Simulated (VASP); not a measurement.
WSe2: single point with PBE+D3(BJ)

WSe2:

```
CELL_PARAMETERS angstrom
-3.27899 0.00000 0.00000
-1.63949 -2.83968 0.00000
0.00000 0.00000 14.01124
ATOMIC_POSITIONS crystal
W 0.00000 0.00000 0.00000
W 0.00000 0.00000 0.50000
Se 0.33333 0.33333 0.12028
Se 0.33333 0.33333 0.62028
Se 0.33333 0.33333 0.37972
Se 0.33333 0.33333 0.87972
```

* Program: VASP 6.6.1
* Task: single point
* Functional: PBE
* Dispersion: D3(BJ)
* Potentials or basis: VASP PAW PBE potentials, release 64 (W_sv, Se)
* Cutoff: 500 eV
* k mesh: 11 × 11 × 2
* Occupations: gaussian, width 0.05 eV
* Spin: no spin polarisation
* Dipole correction: no
* Further INCAR settings: ALGO = Normal; EDIFF = 1e-06; NBANDS = 35

| Quantity | Value |
| --- | --- |
| Pressure | 0.3 GPa |
| Largest force | 0.048 eV/Å |
| Band gap on the k mesh | 1.24 eV |
| Dispersion energy per atom | -0.432 eV |

Forces in eV/Å, atoms in the order of the input:
```
W    0.000  0.000  0.000
W    0.000  0.000  0.000
Se   0.000  0.000  0.048
Se   0.000  0.000  0.048
Se   0.000  0.000 -0.048
Se   0.000  0.000 -0.048
```

Stress tensor (GPa, compression positive):
```
0.26 0.00 0.00
0.00 0.26 0.00
0.00 0.00 0.38
```

Levels at points of the mesh, in eV from the valence-band top:
```
           k point  band 24  band 25  band 26  band 27  band 28  band 29
(0.00, 0.00, 0.00)    -1.21    -0.91     0.00     2.89     2.89     2.98
(0.00, 0.00, 0.50)    -1.23    -0.26    -0.26     2.92     2.92     2.92
```

It took 110 s on 1 thread of AMD EPYC 7R13 Processor (Zen 3) (shared host), peak memory 0.27 GiB.

Caveat: spin-orbit coupling is left out, which moves the levels of the heavy elements. A k mesh can miss the band edges.
